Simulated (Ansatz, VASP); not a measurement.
# Two plane-wave programs on CdS

```
Cd S
1.0
     0.00000    2.91650    2.91650
     2.91650    0.00000    2.91650
     2.91650    2.91650    0.00000
Cd S
1 1
Direct
  0.00000 0.00000 0.00000
  0.75000 0.75000 0.75000
```

Alike in both runs: functional PBEsol-based global hybrid with a share of 0.25 of exact exchange; k mesh 4 × 4 × 4; occupations fermi-dirac, width 0.05 eV; no spin polarisation.

|  | VASP | Ansatz |
| --- | --- | --- |
| version | VASP 6.6.1 | Ansatz 0.2.0 |
| potentials or method | VASP PAW PBE potentials, release 64 (Cd, S) | Ansatz PAW |
| plane-wave cutoff (eV) | 400 | 420 |
| valence electrons in the cell | 18 | 26 |
| task | single point | band structure |

|  | VASP | Ansatz | Ansatz less VASP |
| --- | --- | --- | --- |
| gap on the k mesh at the Fermi level (eV) | 2.76 | 2.71 | -0.046 |
| least direct gap on the mesh (eV) | 2.76 | 2.71 | -0.046 |
| pressure (GPa) | -0.7 | -0.5 | +0.22 |

VASP's potentials were made for PBE, not for PBEsol-based global hybrid. VASP's potentials hold 18 valence electrons a cell and Ansatz's 26, so a difference there can come from the potentials and not from the codes.

The k mesh is coarse, so the values compare programs but aren't converged.
